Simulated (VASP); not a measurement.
SiBN2: single point with PBE

The system is SiBN2.

```xyz
4
Lattice="3.3745 0.0000 0.0000 -1.6873 2.9224 0.0000 0.0000 0.0000 5.8474" Properties=species:S:1:pos:R:3 pbc="T T T"
Si    0.0000    0.0000    2.9237
B     0.0000    0.0000    0.0000
N     0.0000    0.0000    4.5333
N     0.0000    0.0000    1.3141
```

The cell was generated, and may not be a known phase.

```yaml
Program: VASP 6.6.1
Task: single point
Functional: PBE
Potentials_or_basis: VASP PAW PBE potentials, release 64 (Si, B, N)
Cutoff: 600 eV
k_mesh: 7 × 7 × 4
Occupations: gaussian, width 0.2 eV
Spin: no spin polarisation
```

```
Pressure               : 0.2 GPa
Largest force          : 0.033 eV/Å
Band gap on the k mesh : zero (an odd number of electrons rules out a gap without spin polarisation)
```

Forces in eV/Å, atoms in the order of the input:
```
Si   0.000  0.000  0.000
B    0.000  0.000  0.000
N    0.000  0.000  0.033
N    0.000  0.000 -0.033
```

Stress tensor (GPa, compression positive):
```
 0.30  0.00  0.00
 0.00  0.30  0.00
 0.00  0.00 -0.01
```

Levels at points of the mesh, in eV from the Fermi level:
| k point | band 5 | band 6 | band 7 | band 8 | band 9 | band 10 | band 11 | band 12 | band 13 | band 14 |
| --- | --- | --- | --- | --- | --- | --- | --- | --- | --- | --- |
| (0.00, 0.00, 0.00) | -3.18 | -3.18 | -1.59 | -1.26 | -1.26 | 4.51 | 4.51 | 5.17 | 7.92 | 9.74 |
| (0.00, 0.00, 0.50) | -2.90 | -2.90 | -1.82 | -1.82 | -1.08 | 4.26 | 6.82 | 6.82 | 7.15 | 7.15 |

It took 33 s on 1 thread of Intel Xeon 8259CL, on a shared host, peak memory 0.19 GiB.
